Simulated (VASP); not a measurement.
Here is a VASP 6.6.1 calculation.

The input INCAR:

```
SYSTEM = HPt6S12
ALGO = Normal
EDIFF = 1E-7
ENCUT = 520
GGA = PE
ISIF = 2
ISMEAR = 0
IVDW = 12
LASPH = .TRUE.
LCHARG = .FALSE.
LREAL = Auto
LWAVE = .FALSE.
NBANDS = 82
NELM = 60
PREC = Accurate
SIGMA = 0.1
```

The input KPOINTS:

```
k-points
0
G
  4 4 3
  0 0 0
```

Contents of POSCAR:

```
HPt6S12
1.0
    0.0000000000     -6.2064721004      0.0000000000
    5.3749625069      3.1032360502      0.0000000000
    0.0000000000      0.0000000000      9.3245486798
Pt S H
6 12 1
Direct
    0.6598101723      0.3278421008     -0.0069060715
    0.6718260103      0.3401208841      0.5068752561
   -0.0054617603     -0.0070324211     -0.0070319757
    0.0066339294      0.0053055254      0.5069623381
    0.3217521640      0.6549204753     -0.0077064320
    0.3444933725      0.6779621244      0.5076470897
    0.3267990724      0.3277312163      0.1231274606
    0.3394602654      0.3409285177      0.6349439746
    0.6664971694     -0.0003473513      0.1226595559
    0.6794809494      0.0130559050      0.6408585772
   -0.0053583275      0.6602033029      0.1231409733
    0.0074665674      0.6729027403      0.6349352878
    0.6718792811      0.6730409738      0.3767866007
    0.6587320511      0.6600455344      0.8650061549
    0.0002822589      0.3336806532      0.3774509760
   -0.0134908451      0.3197773004      0.8589423762
    0.3396142613      1.0054386413      0.3768639235
    0.3269647511      0.9920778039      0.8650647100
   -0.1661448175      0.1656032017      0.2498362205
```

Potentials or basis: VASP PAW PBE potentials, release 64 (Pt, S, H).

Command:

```console
$ cat potpaw_PBE.64/Pt/POTCAR potpaw_PBE.64/S/POTCAR potpaw_PBE.64/H/POTCAR > POTCAR
$ mpirun -np 1 vasp_std > vasp.out
```

**Question.** What does it give for the largest force?

**Answer.** 0.045 eV/Å.

**Question.** Predict the band gap on the k mesh.

**Answer.** Zero (an odd number of electrons rules out a gap without spin polarisation).

Forces in eV/Å, atoms in the order of the input:
```
Pt  -0.010 -0.002 -0.013
Pt   0.002 -0.008  0.014
Pt  -0.004  0.004 -0.008
Pt   0.007  0.003  0.011
Pt  -0.014  0.013 -0.024
Pt   0.018 -0.012  0.023
S    0.001 -0.006 -0.043
S    0.000 -0.002 -0.039
S    0.012 -0.006 -0.024
S    0.009 -0.011 -0.026
S    0.001  0.004 -0.043
S   -0.001 -0.001 -0.039
S   -0.005 -0.001  0.045
S    0.002 -0.005  0.042
S   -0.017  0.008  0.016
S   -0.002  0.003  0.032
S   -0.009  0.005  0.038
S    0.003  0.001  0.039
H    0.009  0.012  0.001
```

Caveat: spin-orbit coupling is left out, which moves the levels of the heavy elements.
